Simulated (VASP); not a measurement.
# LiOs (Fm-3m) in VASP: further runs, part 2 of 2

VASP 6.6.1.

**4. Single point, r2SCAN**

This run uses another cell than the first one, of 11.79 Å³/atom.

POSCAR

```
LiOs
1.0
    0.0000000000      2.2761060306      2.2761060306
    2.2761060306      0.0000000000      2.2761060306
    2.2761060306      2.2761060306      0.0000000000
Li Os
1 1
Direct
    0.0000000000      0.0000000000      0.0000000000
    0.5000000000      0.5000000000      0.5000000000
```

INCAR.step1

```
SYSTEM = LiOs
PREC = Accurate
ENCUT = 830
ISMEAR = 0
SIGMA = 0.1
LREAL = .False.
LASPH = .True.
NELM = 120
NBANDS = 16
GGA = PE
ALGO = Normal
EDIFF = 1E-5
LWAVE = .True.
LCHARG = .False.
GGA_COMPAT = .False.
```

INCAR.step2

```
SYSTEM = LiOs
PREC = Accurate
ENCUT = 830
EDIFF = 1E-6
ISMEAR = 0
SIGMA = 0.1
LREAL = .False.
LASPH = .True.
NELM = 120
ALGO = Normal
ISIF = 2
LWAVE = .False.
LCHARG = .False.
METAGGA = R2SCAN
LMIXTAU = .True.
NBANDS = 16
ISTART = 1
GGA_COMPAT = .False.
```

KPOINTS

```
regular mesh
0
Gamma
  20 20 20
  0 0 0
```

Potentials or basis: VASP PAW PBE potentials, release 64 (Li_sv, Os_sv_GW).

On the command line:

```console
cat potpaw_PBE.64/Li_sv/POTCAR potpaw_PBE.64/Os_sv_GW/POTCAR > POTCAR
cp INCAR.step1 INCAR
mpirun -np 1 vasp_std > vasp.out
cp INCAR.step2 INCAR
mpirun -np 1 vasp_std > vasp.out
```

OUTCAR:

```text
SYSTEM = LiOs
   PREC = Accurate
   ENCUT = 830
   EDIFF = 1E-6
   ISMEAR = 0
   LREAL = .False.
   LASPH = .True.
   NELM = 120
   ISIF = 2
   METAGGA = R2SCAN
   ISTART = 1

 ion  position               nearest neighbor table
   1  0.000  0.000  0.000-   2 2.28   2 2.28   2 2.28   2 2.28   2 2.28   2 2.28
   2  0.500  0.500  0.500-   1 2.28   1 2.28   1 2.28   1 2.28   1 2.28   1 2.28

  LATTYP: Found a face centered cubic cell.
 ALAT       =     4.5522120612

  Lattice vectors:

 A1 = (   0.0000000000,   2.2761060306,   2.2761060306)
 A2 = (   2.2761060306,   0.0000000000,   2.2761060306)
 A3 = (   2.2761060306,   2.2761060306,   0.0000000000)

Analysis of symmetry for initial positions (statically):
=====================================================================
 Subroutine PRICEL returns:
 Original cell was already a primitive cell.

 Routine SETGRP: Setting up the symmetry group for a
 face centered cubic supercell.

 Subroutine GETGRP returns: Found 48 space group operations
 (whereof 48 operations were pure point group operations)
 out of a pool of 48 trial point group operations.

The static configuration has the point symmetry O_h .

Analysis of symmetry for dynamics (positions and initial velocities):
=====================================================================
 Subroutine PRICEL returns:
 Original cell was already a primitive cell.

 Routine SETGRP: Setting up the symmetry group for a
 face centered cubic supercell.

 Subroutine GETGRP returns: Found 48 space group operations
 (whereof 48 operations were pure point group operations)
 out of a pool of 48 trial point group operations.

The dynamic configuration has the point symmetry O_h .

 Subroutine INISYM returns: Found 48 space group operations
 (whereof 48 operations are pure point group operations),
 and found     1 'primitive' translations
[... 104 lines left out ...]
   TEBEG  =    0.0;   TEEND  =   0.0 temperature during run
   PSTRESS=    0.0 pullay stress
   NELECT =      19.0000    total number of electrons
   NUPDOWN=      -1.0000    fix difference up-down
   EMIN   =  10.00;   EMAX   =-10.00  energy-range for DOS
   EFERMI =   0.00;   METHOD = LEGACY
   ISMEAR =     0;   SIGMA  =   0.10  broadening in eV -4-tet -1-fermi 0-gaus
   EFERMI_NEDOS =   21; number of points for ismear=-14 and -15
   IALGO  =     38    algorithm
   IMIX   =      4    mixing-type and parameters
     AMIX     =   0.40;   BMIX     =  1.00
     AMIX_MAG =   1.60;   BMIX_MAG =  1.00
  volume/ion in A,a.u.               =      11.79        79.57
  Fermi-wavevector in a.u.,A,eV,Ry     =   1.523317  2.878651 31.572235  2.320494
  Thomas-Fermi vector in A             =   2.631776
   LORBIT       =      0    0 simple, 1 ext, 2 COOP (PROOUT), +10 PAW based schemes
   METAGGA = R2SCAN    functional components
   LHFCALC =     F    Hartree Fock is set to
   AEXX    =    0.0000 exact exchange contribution
   IVDW    =     0    specifies the selected vdW correction
   LEPSILON=     F    determine dielectric tensor
   LRPA    =     F    only Hartree local field effects (RPA)
 non-spin polarized calculation
 Gauss-broadening in eV      SIGMA  =   0.10
  energy-cutoff  :      830.00
  volume of cell :       23.58
 maximum number of plane-waves:      1307
   NGX = 15   NGY = 15   NGZ = 15

 number of electron      19.0000001 magnetization

 Free energy of the ion-electron system (eV)
  ---------------------------------------------------
  ext. energy  EPLUGINS =         0.00000000
  ---------------------------------------------------
  free energy    TOTEN  =       -53.52721611 eV

  energy without entropy =      -53.52247808  energy(sigma->0) =      -53.52484709

 E-fermi :   8.4530     XC(G=0): -13.5669

 val. band max:        8.4518318607   @ k =   0.5000   0.4500   0.0500
 cond. band min:       8.4723118697   @ k =   0.4500   0.4000   0.0000
 fundamental gap:      0.0204800090
 Fermi energy:         8.4529938278

 k-point     1 :       0.0000    0.0000    0.0000
  band No.  band energies     occupation
      1     -79.3089      2.00000
      2     -37.9964      2.00000
      3     -37.9964      2.00000
      4     -37.9964      2.00000
      5     -37.6895      2.00000
      6       0.8640      2.00000
[... 433 lines left out ...]
      3     -38.0253      2.00000
      4     -38.0187      2.00000
      5     -37.3781      2.00000
      6       2.4974      2.00000
[... 8 lines left out ...]
     15      23.5162      0.00000
     16      25.2542      0.00000

 [... further k-points ...]
[... 5 lines left out ...]
  --------------------------------------------------------------------------------------
  -------------------------------------------------------------------------------------
  Total        0.3287837      0.3287837      0.3287837     -0.0000000      0.0000000      0.0000000
  in kB       22.3364084     22.3364084     22.3364084     -0.0000000      0.0000000      0.0000000
  external PRESSURE =      22.3364084 kB  Pullay stress =       0.0000000 kB

 VOLUME and BASIS-vectors are now :
 -----------------------------------------------------------------------------
  energy-cutoff  :      830.00
  volume of cell :       23.58
      direct lattice vectors                 reciprocal lattice vectors
     0.000000000  2.276106031  2.276106031    -0.219673422  0.219673422  0.219673422
     2.276106031  0.000000000  2.276106031     0.219673422 -0.219673422  0.219673422
     2.276106031  2.276106031  0.000000000     0.219673422  0.219673422 -0.219673422

 POSITION                                       TOTAL-FORCE (eV/Angst)
 -----------------------------------------------------------------------------------
      0.00000      0.00000      0.00000         0.000000      0.000000     -0.000000
      2.27611      2.27611      2.27611        -0.000000     -0.000000      0.000000
 -----------------------------------------------------------------------------------
    total drift:                                0.000000     -0.000000      0.000000

  FREE ENERGIE OF THE ION-ELECTRON SYSTEM (eV)
  ---------------------------------------------------
  free  energy   TOTEN  =       -53.5272161104 eV

  energy  without entropy=      -53.5224780770  energy(sigma->0) =      -53.52484709
```

OUTCAR.step1:

```text
SYSTEM = LiOs
   PREC = Accurate
   ENCUT = 830
   ISMEAR = 0
   LREAL = .False.
   LASPH = .True.
[... 677 lines left out ...]
      0.00000      0.00000      0.00000        -0.000000      0.000000     -0.000000
      2.27611      2.27611      2.27611         0.000000     -0.000000      0.000000
 -----------------------------------------------------------------------------------
    total drift:                                0.000000     -0.000000      0.000000

  FREE ENERGIE OF THE ION-ELECTRON SYSTEM (eV)
  ---------------------------------------------------
  free  energy   TOTEN  =       -11.4353019386 eV

  energy  without entropy=      -11.4302017355  energy(sigma->0) =      -11.43275184
```

Wall time 24 min (1 thread of Intel Xeon Platinum 8175M at 2.50GHz (Skylake/Cascade Lake), shared host); peak memory 0.34 GiB.

Results:

```
Free energy            : -53.5272 eV
Pressure               : 2.2 GPa
Band gap on the k mesh : zero (an odd number of electrons rules out a gap without spin polarisation)
```

Levels at points of the mesh, in eV from the Fermi level:
```
           k point  band 5  band 6  band 7  band 8  band 9  band 10  band 11  band 12  band 13  band 14
(0.00, 0.00, 0.00)  -46.14   -7.59   -2.01   -2.01   -2.01    -0.96    -0.96    11.23    11.23    11.23
(0.50, 0.00, 0.00)  -45.79   -5.98   -2.79   -2.79    0.39     0.63     0.63     3.23    13.56    13.56
(0.50, 0.50, 0.00)  -46.13   -4.18   -3.74   -0.79    0.21     1.22     1.22     4.98     5.89     5.89
```

Caveat: the PAW data sets were made with another functional, which shifts forces and pressure a little; spin-orbit coupling is left out, which moves the levels of the heavy elements.

**5. Summary**

| task | cell | k mesh | gap on the mesh (eV) | pressure (GPa) |
| --- | --- | --- | --- | --- |
| relaxation of cell and atoms | relaxed from a = 3.318 Å, angles 60.0°, 2 atoms | 6 × 6 × 6 | none | 0.0 |
| single point | a = 3.225 Å, angles 60.0°, 2 atoms | 6 × 6 × 6 | none | 1.8 |
| single point | a = 3.219 Å, angles 60.0°, 2 atoms | 20 × 20 × 20 | none | 2.2 |

Alike in all rows: level r2SCAN; potentials or basis VASP PAW PBE potentials, release 64 (Li_sv, Os_sv_GW); no spin polarisation; cutoff (eV) 830; smearing gaussian 0.1 eV.

Caveats: some runs use coarse meshes; the PAW data sets were made with another functional, which shifts forces and pressure a little; spin-orbit coupling is left out, which moves the levels of the heavy elements.

Total energies depend on the potentials used, so only differences within one code and one set of settings carry meaning.
